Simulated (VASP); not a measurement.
# Al2O3 (P-6m2) in VASP: single point with r2SCAN

Aim: the single point of Al2O3 with r2SCAN.

All numbers are computed with VASP 6.6.1; they aren't measurements. Logs are shortened: lines on timing, memory, paths and dates and some standing lists are left out, and cuts for length are marked.

### 1 The cell of the first run

The structure is hexagonal, space group P-6m2 (No. 187). The conventional cell has a = 2.884 Å, b = 2.884 Å, c = 9.337 Å, α = 90.00°, β = 90.00°, γ = 120.00°. Within 2.4 Å of Al (site symmetry 3m) lie 6 O at 1.80 to 2.18 Å. O (site symmetry 3m) has 3 Al at 1.80 Å within 2.4 Å. O (site symmetry -6m2) has 6 Al at 2.18 Å and 12 O at 2.66 to 2.88 Å within 2.9 Å.

### 2 Single point, r2SCAN

Input file POSCAR:

```
Al2O3
1.0
    2.8843249483      0.0000000000      0.0000000000
   -1.4421624742      2.4978986780      0.0000000000
    0.0000000000      0.0000000000      9.3367544600
Al O
2 3
Direct
    0.0000000000      0.0000000000      0.1499923300
    0.0000000000      0.0000000000      0.8500076700
    0.3333333333      0.6666666667      0.2223169200
    0.6666666667      0.3333333333      0.0000000000
    0.3333333333      0.6666666667      0.7776830800
```

Input file INCAR.step1:

```
  PREC = Accurate
  ENCUT = 520
  ISMEAR = 0
  SIGMA = 0.05
  LREAL = F
  LASPH = T
  NELM = 80
  NBANDS = 20
  GGA = PE
  ALGO = Normal
  EDIFF = 1E-4
  LWAVE = T
  LCHARG = F
```

Input file INCAR.step2:

```
  PREC = Accurate
  ENCUT = 520
  EDIFF = 1E-6
  ISMEAR = 0
  SIGMA = 0.05
  LREAL = F
  LASPH = T
  NELM = 80
  ALGO = Normal
  ISIF = 2
  LWAVE = F
  LCHARG = F
  METAGGA = R2SCAN
  LMIXTAU = T
  NBANDS = 20
  ISTART = 1
```

Input file KPOINTS:

```
regular mesh
0
Gamma
  12 12 4
```

Potentials or basis: VASP PAW PBE potentials, release 64 (Al, O).

Launch:

```console
$ cat potpaw_PBE.64/Al/POTCAR potpaw_PBE.64/O/POTCAR > POTCAR
$ cp INCAR.step1 INCAR
$ mpirun -np 1 vasp_std > vasp.out
$ cp INCAR.step2 INCAR
$ mpirun -np 1 vasp_std > vasp.out
```

OUTCAR:

```text
PREC = Accurate
   ENCUT = 520
   EDIFF = 1E-6
   ISMEAR = 0
   LREAL = F
   LASPH = T
   NELM = 80
   ISIF = 2
   METAGGA = R2SCAN
   ISTART = 1

 ion  position               nearest neighbor table
   1  0.000  0.000  0.150-   3 1.80   3 1.80   3 1.80   4 2.18   4 2.18   4 2.18   2 2.80
   2  0.000  0.000  0.850-   5 1.80   5 1.80   5 1.80   4 2.18   4 2.18   4 2.18   1 2.80
   3  0.333  0.667  0.222-   1 1.80   1 1.80   1 1.80
   4  0.667  0.333  0.000-   1 2.18   2 2.18   1 2.18   2 2.18   1 2.18   2 2.18
   5  0.333  0.667  0.778-   2 1.80   2 1.80   2 1.80

  LATTYP: Found a hexagonal cell.
 ALAT       =     2.8843249483
 C/A-ratio  =     3.2370674689

  Lattice vectors:

 A1 = (   2.8843249483,   0.0000000000,   0.0000000000)
 A2 = (  -1.4421624742,   2.4978986780,   0.0000000000)
 A3 = (   0.0000000000,   0.0000000000,   9.3367544600)

Analysis of symmetry for initial positions (statically):
=====================================================================
 Subroutine PRICEL returns:
 Original cell was already a primitive cell.

 Routine SETGRP: Setting up the symmetry group for a
 hexagonal supercell.

 Subroutine GETGRP returns: Found 12 space group operations
 (whereof 12 operations were pure point group operations)
 out of a pool of 24 trial point group operations.

The static configuration has the point symmetry D_3h.

Analysis of symmetry for dynamics (positions and initial velocities):
=====================================================================
 Subroutine PRICEL returns:
 Original cell was already a primitive cell.

 Routine SETGRP: Setting up the symmetry group for a
 hexagonal supercell.

 Subroutine GETGRP returns: Found 12 space group operations
 (whereof 12 operations were pure point group operations)
 out of a pool of 24 trial point group operations.

The dynamic configuration has the point symmetry D_3h.

 Subroutine INISYM returns: Found 12 space group operations
 (whereof 12 operations are pure point group operations),
 and found     1 'primitive' translations

----------------------------------------------------------------------------------------

                                     Primitive cell

  volume of cell :      67.2690

  direct lattice vectors                    reciprocal lattice vectors
     2.884324948  0.000000000  0.000000000     0.346701574  0.200168247  0.000000000
    -1.442162474  2.497898678  0.000000000     0.000000000  0.400336494  0.000000000
     0.000000000  0.000000000  9.336754460     0.000000000  0.000000000  0.107103598

  length of vectors
     2.884324948  2.884324948  9.336754460     0.400336494  0.400336494  0.107103598

  position of ions in fractional coordinates (direct lattice)
     0.000000000  0.000000000  0.149992330
     0.000000000  0.000000000  0.850007670
     0.333333333  0.666666667  0.222316920
     0.666666667  0.333333333  0.000000000
     0.333333333  0.666666667  0.777683080

  ion indices of the primitive-cell ions
   primitive index   ion index
                 1           1
                 2           2
                 3           3
                 4           4
                 5           5

----------------------------------------------------------------------------------------

 KPOINTS: regular mesh

Automatic generation of k-mesh.
 Grid dimensions read from file:
 generate k-points for:   12   12    4

 Generating k-lattice:

  Cartesian coordinates                     Fractional coordinates (reciprocal lattice)
     0.028891798  0.016680687  0.000000000     0.083333333  0.000000000  0.000000000
     0.000000000  0.033361375  0.000000000     0.000000000  0.083333333  0.000000000
     0.000000000  0.000000000  0.026775900     0.000000000  0.000000000  0.250000000

  Length of vectors
     0.033361375  0.033361375  0.026775900

  Shift w.r.t. Gamma in fractional coordinates (k-lattice)
     0.000000000  0.000000000  0.000000000

 Subroutine IBZKPT returns following result:
 ===========================================

 Found     57 irreducible k-points:

 Following reciprocal coordinates:
            Coordinates               Weight
  0.000000  0.000000  0.000000      1.000000
  0.083333  0.000000  0.000000      6.000000
  0.166667  0.000000  0.000000      6.000000
  0.250000  0.000000  0.000000      6.000000
  0.333333 -0.000000  0.000000      6.000000
  0.416667  0.000000  0.000000      6.000000
[... 16 lines left out ...]
  0.250000  0.000000  0.250000     12.000000
  0.333333 -0.000000  0.250000     12.000000
 [... further k-points ...]
   k-points           NKPTS =     57   k-points in BZ     NKDIM =     57   number of bands    NBANDS=     20
   number of dos      NEDOS =    301   number of ions     NIONS =      5
   total plane-waves  NPLWV =  40320
   dimension x,y,z NGX =    24 NGY =   24 NGZ =   70
   dimension x,y,z NGXF=    48 NGYF=   48 NGZF=  140
   ions per type =               2   3
   NGX,Y,Z   is equivalent  to a cutoff of  13.83, 13.83, 12.46 a.u.
   NGXF,Y,Z  is equivalent  to a cutoff of  27.67, 27.67, 24.93 a.u.
 SYSTEM =  unknown system
   PREC   = accura    normal or accurate (medium, high low for compatibility)
   ISTART =      1    job   : 0-new  1-cont  2-samecut
   ICHARG =      0    charge: 1-file 2-atom 10-const
   ISPIN  =      1    spin polarized calculation?
   LNONCOLLINEAR =      F non collinear calculations
   LSORBIT =      F    spin-orbit coupling
   LASPH  =      T    aspherical Exc in radial PAW
   ENCUT  =  520.0 eV  38.22 Ry    6.18 a.u.   5.36  5.36 17.36*2*pi/ulx,y,z
   NELM   =     80;   NELMIN=  2; NELMDL=  0     # of ELM steps
   EDIFF  = 0.1E-05   stopping-criterion for ELM
   LREAL  =      F    real-space projection
   EDIFFG = 0.1E-04   stopping-criterion for IOM
   NSW    =      0    number of steps for IOM
   IBRION =     -1    ionic relax: 0-MD 1-quasi-New 2-CG
   NFREE  =      0    steps in history (QN), initial steepest desc. (CG)
   ISIF   =      2    stress and relaxation
   ISYM   =      2    0-nonsym 1-usesym 2-fastsym
   POTIM  = 0.5000    time-step for ionic-motion
   TEBEG  =    0.0;   TEEND  =   0.0 temperature during run
   PSTRESS=    0.0 pullay stress
   NELECT =      24.0000    total number of electrons
   NUPDOWN=      -1.0000    fix difference up-down
   EMIN   =  10.00;   EMAX   =-10.00  energy-range for DOS
   EFERMI =   0.00;   METHOD = LEGACY
   ISMEAR =     0;   SIGMA  =   0.05  broadening in eV -4-tet -1-fermi 0-gaus
   EFERMI_NEDOS =   21; number of points for ismear=-14 and -15
   IALGO  =     38    algorithm
   IMIX   =      4    mixing-type and parameters
     AMIX     =   0.40;   BMIX     =  1.00
     AMIX_MAG =   1.60;   BMIX_MAG =  1.00
  volume/ion in A,a.u.               =      13.45        90.79
  Fermi-wavevector in a.u.,A,eV,Ry     =   1.161111  2.194181 18.343074  1.348178
  Thomas-Fermi vector in A             =   2.297686
   LORBIT       =      0    0 simple, 1 ext, 2 COOP (PROOUT), +10 PAW based schemes
   METAGGA = R2SCAN    functional components
   LHFCALC =     F    Hartree Fock is set to
   AEXX    =    0.0000 exact exchange contribution
   IVDW    =     0    specifies the selected vdW correction
   LEPSILON=     F    determine dielectric tensor
   LRPA    =     F    only Hartree local field effects (RPA)
 non-spin polarized calculation
 Gauss-broadening in eV      SIGMA  =   0.05
  energy-cutoff  :      520.00
  volume of cell :       67.27
 maximum number of plane-waves:      1853
 NGX is ok and might be reduce to    24
   NGX = 11   NGY = 11   NGZ = 35

 number of electron      23.9999983 magnetization

 Free energy of the ion-electron system (eV)
  ---------------------------------------------------
  ext. energy  EPLUGINS =         0.00000000
  ---------------------------------------------------
  free energy    TOTEN  =       -46.79063116 eV

  energy without entropy =      -46.79063116  energy(sigma->0) =      -46.79063116

 E-fermi :   0.7132     XC(G=0):  -8.7592

 val. band max:        0.4601200813   @ k =   0.1667   0.0000   0.0000
 cond. band min:       6.0618395536   @ k =   0.0000   0.0000   0.0000
 fundamental gap:      5.6017194723
 Fermi energy:         0.7132279282

 k-point     1 :       0.0000    0.0000    0.0000
  band No.  band energies     occupation
      1     -19.2057      2.00000
      2     -18.1601      2.00000
      3     -17.0397      2.00000
      4      -4.5680      2.00000
      5      -1.6403      2.00000
      6      -1.0607      2.00000
[... 12 lines left out ...]
     19      16.4667      0.00000
     20      16.4668      0.00000

 k-point     2 :       0.0833    0.0000    0.0000
  band No.  band energies     occupation
      1     -19.1220      2.00000
      2     -18.0984      2.00000
      3     -17.0099      2.00000
      4      -4.5171      2.00000
      5      -1.8668      2.00000
      6      -1.2163      2.00000
[... 12 lines left out ...]
     19      15.7092      0.00000
     20      16.6547      0.00000

 k-point     3 :       0.1667    0.0000    0.0000
  band No.  band energies     occupation
      1     -18.8805      2.00000
      2     -17.9247      2.00000
      3     -16.9320      2.00000
      4      -4.4144      2.00000
      5      -2.6010      2.00000
      6      -1.8554      2.00000
[... 12 lines left out ...]
     19      14.7879      0.00000
     20      15.6594      0.00000

 k-point     4 :       0.2500    0.0000    0.0000
  band No.  band energies     occupation
      1     -18.5130      2.00000
      2     -17.6746      2.00000
      3     -16.8410      2.00000
      4      -4.4495      2.00000
      5      -3.6223      2.00000
      6      -2.5652      2.00000
[... 12 lines left out ...]
     19      14.4462      0.00000
     20      15.0257      0.00000

 k-point     5 :       0.3333   -0.0000    0.0000
  band No.  band energies     occupation
      1     -18.0770      2.00000
      2     -17.4073      2.00000
      3     -16.7889      2.00000
      4      -4.7914      2.00000
      5      -4.5938      2.00000
      6      -3.2822      2.00000
[... 12 lines left out ...]
     19      14.3956      0.00000
     20      15.3461      0.00000

 k-point     6 :       0.4167    0.0000    0.0000
  band No.  band energies     occupation
      1     -17.6672      2.00000
      2     -17.1987      2.00000
      3     -16.8201      2.00000
      4      -5.2744      2.00000
      5      -5.1842      2.00000
      6      -3.7696      2.00000
[... 12 lines left out ...]
     19      14.8540      0.00000
     20      15.7469      0.00000

 k-point     7 :       0.5000    0.0000    0.0000
  band No.  band energies     occupation
      1     -17.4656      2.00000
      2     -17.1195      2.00000
      3     -16.8782      2.00000
      4      -5.5185      2.00000
      5      -5.3442      2.00000
      6      -3.9423      2.00000
[... 12 lines left out ...]
     19      15.1675      0.00000
     20      15.2526      0.00000
[... 277 lines left out ...]
 k-point    20 :       0.0000    0.0000    0.2500
  band No.  band energies     occupation
      1     -19.2058      2.00000
      2     -18.1604      2.00000
      3     -17.0398      2.00000
      4      -4.5705      2.00000
      5      -1.6256      2.00000
      6      -1.0607      2.00000
[... 12 lines left out ...]
     19      16.4669      0.00000
     20      16.4670      0.00000

 k-point    21 :       0.0833    0.0000    0.2500
  band No.  band energies     occupation
      1     -19.1219      2.00000
      2     -18.0986      2.00000
      3     -17.0097      2.00000
      4      -4.5193      2.00000
      5      -1.8574      2.00000
      6      -1.2143      2.00000
[... 12 lines left out ...]
     19      15.7328      0.00000
     20      16.3325      0.00000

 k-point    22 :       0.1667    0.0000    0.2500
  band No.  band energies     occupation
      1     -18.8805      2.00000
      2     -17.9249      2.00000
      3     -16.9319      2.00000
      4      -4.4157      2.00000
      5      -2.5980      2.00000
      6      -1.8598      2.00000
[... 12 lines left out ...]
     19      14.6931      0.00000
     20      15.7721      0.00000

 k-point    23 :       0.2500    0.0000    0.2500
  band No.  band energies     occupation
      1     -18.5129      2.00000
      2     -17.6747      2.00000
      3     -16.8409      2.00000
      4      -4.4498      2.00000
      5      -3.6214      2.00000
      6      -2.5642      2.00000
[... 12 lines left out ...]
     19      14.2363      0.00000
     20      15.3739      0.00000

 k-point    24 :       0.3333   -0.0000    0.2500
  band No.  band energies     occupation
      1     -18.0769      2.00000
      2     -17.4074      2.00000
      3     -16.7888      2.00000
      4      -4.7915      2.00000
      5      -4.5934      2.00000
      6      -3.2813      2.00000
[... 12 lines left out ...]
     19      14.4575      0.00000
     20      15.6084      0.00000

 [... further k-points ...]
[... 5 lines left out ...]
  --------------------------------------------------------------------------------------
  -------------------------------------------------------------------------------------
  Total       -2.2102147     -2.2102147     -1.4773040      0.0000000      0.0000000      0.0000000
  in kB      -52.6417239    -52.6417239    -35.1856438      0.0000000      0.0000000      0.0000000
  external PRESSURE =     -46.8230305 kB  Pullay stress =       0.0000000 kB

 VOLUME and BASIS-vectors are now :
 -----------------------------------------------------------------------------
  energy-cutoff  :      520.00
  volume of cell :       67.27
      direct lattice vectors                 reciprocal lattice vectors
     2.884324948  0.000000000  0.000000000     0.346701574  0.200168247  0.000000000
    -1.442162474  2.497898678  0.000000000     0.000000000  0.400336494  0.000000000
     0.000000000  0.000000000  9.336754460     0.000000000  0.000000000  0.107103598

 POSITION                                       TOTAL-FORCE (eV/Angst)
 -----------------------------------------------------------------------------------
      0.00000      0.00000      1.40044        -0.000000     -0.000000      0.148261
      0.00000      0.00000      7.93631         0.000000      0.000000     -0.148261
     -0.00000      1.66527      2.07572        -0.000000      0.000000     -0.434793
      1.44216      0.83263      0.00000        -0.000000      0.000000      0.000000
     -0.00000      1.66527      7.26104        -0.000000      0.000000      0.434793
 -----------------------------------------------------------------------------------
    total drift:                                0.000006     -0.000003      0.000000

  FREE ENERGIE OF THE ION-ELECTRON SYSTEM (eV)
  ---------------------------------------------------
  free  energy   TOTEN  =       -46.7906311626 eV

  energy  without entropy=      -46.7906311626  energy(sigma->0) =      -46.79063116
```

It took 8.1 min on 1 thread of Intel Xeon 8259CL, shared host; peak memory 0.23 GiB.

What came out:

```yaml
Free_energy: -46.7906 eV
Pressure: -4.7 GPa
Largest_force: 0.435 eV/Å
Band_gap_on_the_k_mesh: 5.60 eV, indirect (least direct gap 5.83 eV)
```

Forces on the atoms (eV/Å):
```
Al   0.000  0.000  0.148
Al   0.000  0.000 -0.148
O    0.000  0.000 -0.435
O    0.000  0.000  0.000
O    0.000  0.000  0.435
```

Stress tensor (GPa, compression positive):
```
-5.26  0.00  0.00
 0.00 -5.26  0.00
 0.00  0.00 -3.52
```

Caveat: the PAW data sets were made with another functional, which shifts forces and pressure a little. r2SCAN opens gaps a little over a GGA but as a rule still falls short of measured ones.
